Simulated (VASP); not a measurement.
Here is a VASP 6.6.1 calculation.

INCAR

```
PREC = Accurate
ENCUT = 520
EDIFF = 1E-6
ISMEAR = -1
SIGMA = 0.05
LREAL = F
LASPH = T
NELM = 80
ALGO = Fast
ISIF = 2
LWAVE = F
LCHARG = F
GGA = PS
NBANDS = 18
```

KPOINTS

```
Automatic mesh
0
Gamma
  8 8 5
```

Contents of POSCAR:

```
La
1.0
    3.5591974817      0.0000000000      0.0000000000
   -1.7795987408      3.0823554362      0.0000000000
    0.0000000000      0.0000000000      5.8506347086
La
2
Direct
    0.6666666667      0.3333333333      0.7500000000
    0.3333333333      0.6666666667      0.2500000000
```

Potentials or basis: VASP PAW PBE potentials, release 64 (La).

Command:

```sh
$ cat potpaw_PBE.64/La/POTCAR > POTCAR
$ mpirun -np 1 vasp_std > vasp.out
```

(1) Predict the pressure.

(2) Estimate the band gap on the k mesh.

Answers

(1) 2.1 GPa.

(2) zero (band 11 reaches 10.27 eV, above the bottom of band 12 at 8.78 eV).

Caveat: the PAW data sets were made with another functional, which shifts forces and pressure a little; spin-orbit coupling is left out, which moves the levels of the heavy elements.
